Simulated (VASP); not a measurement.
# HfB2: relaxation of the atoms with r2SCAN

Crystal: HfB2.

```xyz
3
Lattice="3.1971 0.0000 0.0000 -1.5986 2.7688 0.0000 0.0000 0.0000 3.5503" Properties=species:S:1:pos:R:3 pbc="T T T"
Hf    0.0000    0.0000    0.0000
B     0.0000    1.8459    1.7752
B     1.5986    0.9229    1.7752
```

| Item | Value |
| --- | --- |
| Program | VASP 6.6.1 |
| Task | relaxation of the atoms |
| Functional | r2SCAN |
| Potentials or basis | VASP PAW PBE potentials, release 64 (Hf_pv, B) |
| Cutoff | 500 eV |
| k mesh | 12 × 12 × 10 |
| Occupations | fermi-dirac, width 0.1 eV |
| Spin | no spin polarisation |
| Dipole correction | no |
| Further INCAR settings | ALGO = Normal; EDIFF = 1e-07; IBRION = 2; EDIFFG = -0.01; NSW = 50 |

```
Pressure after relaxing : -14.1 GPa
Band gap on the k mesh  : zero (bands 8 and 9 overlap by 1.36 eV)
```

Stress tensor (GPa, compression positive):
```
-14.69   0.00   0.00
  0.00 -14.69   0.00
  0.00   0.00 -12.98
```

Final structure:
```
CELL_PARAMETERS angstrom
3.19712 0.00000 0.00000
-1.59856 2.76879 0.00000
0.00000 0.00000 3.55035
ATOMIC_POSITIONS crystal
Hf 0.00000 0.00000 0.00000
B 0.33333 0.66667 0.50000
B 0.66667 0.33333 0.50000
```

Levels at points of the mesh, in eV from the Fermi level:
| k point | band 4 | band 5 | band 6 | band 7 | band 8 | band 9 | band 10 | band 11 | band 12 |
| --- | --- | --- | --- | --- | --- | --- | --- | --- | --- |
| (0.00, 0.00, 0.00) | -14.45 | -3.21 | -3.09 | -3.03 | -3.03 | 3.84 | 3.84 | 4.50 | 4.50 |
| (0.50, 0.00, 0.00) | -10.20 | -9.86 | -4.28 | -3.72 | -2.92 | 1.93 | 2.58 | 5.30 | 5.46 |
| (0.00, 0.00, 0.50) | -12.27 | -8.74 | -1.35 | -1.35 | 0.23 | 0.23 | 0.92 | 0.92 | 2.10 |
| (0.50, 0.00, 0.50) | -10.91 | -8.12 | -5.15 | -4.88 | -3.22 | 3.69 | 3.96 | 5.94 | 6.78 |

Run time: 59 s on 1 thread of Intel(R) Xeon(R) 6975P-C (Granite Rapids) (shared host), peak memory 0.18 GiB.

Caveat: the relaxation stopped at its first step, so nothing moved; the PAW data sets were made with another functional, which shifts forces and pressure a little; spin-orbit coupling is left out, which moves the levels of the heavy elements.
